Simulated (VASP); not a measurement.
Ag, 1 atom in the cell. It takes space group Im-3m (No. 229, cubic). Conventional cell: a = 3.257 Å, b = 3.257 Å, c = 3.257 Å, α = 90.00°, β = 90.00°, γ = 90.00°. Within 3.7 Å of Ag (site symmetry m-3m) lie 14 Ag at 2.82 to 3.26 Å. This isn't the form of Ag at room conditions, which is fcc.

```yaml
Program: VASP 6.6.1
Task: single point
Functional: PBE
Potentials_or_basis: VASP PAW PBE potentials, release 64 (Ag)
Cutoff: 520 eV
k_mesh: 46 × 46 × 46
Occupations: fermi-dirac, width 0.0612256 eV
Spin: no spin polarisation
Dipole_correction: no
Further_INCAR_settings: ALGO = Normal; EDIFF = 1e-06; NBANDS = 12
```

Potentials or basis: VASP PAW PBE potentials, release 64 (Ag).

Run with:

```bash
$ cat potpaw_PBE.64/Ag/POTCAR > POTCAR
$ mpirun -np 1 vasp_std > vasp.out
```

Hardware: 1 thread of AMD EPYC 9R45 96-Core Processor (Zen 5), on a shared host.

**Question.** Estimate the wall time of this run.

**Answer.** It took 2.9 min on 1 thread of AMD EPYC 9R45 96-Core Processor (Zen 5) (shared host), peak memory 0.53 GiB. Counts: scf iterations 11, k points 2456.
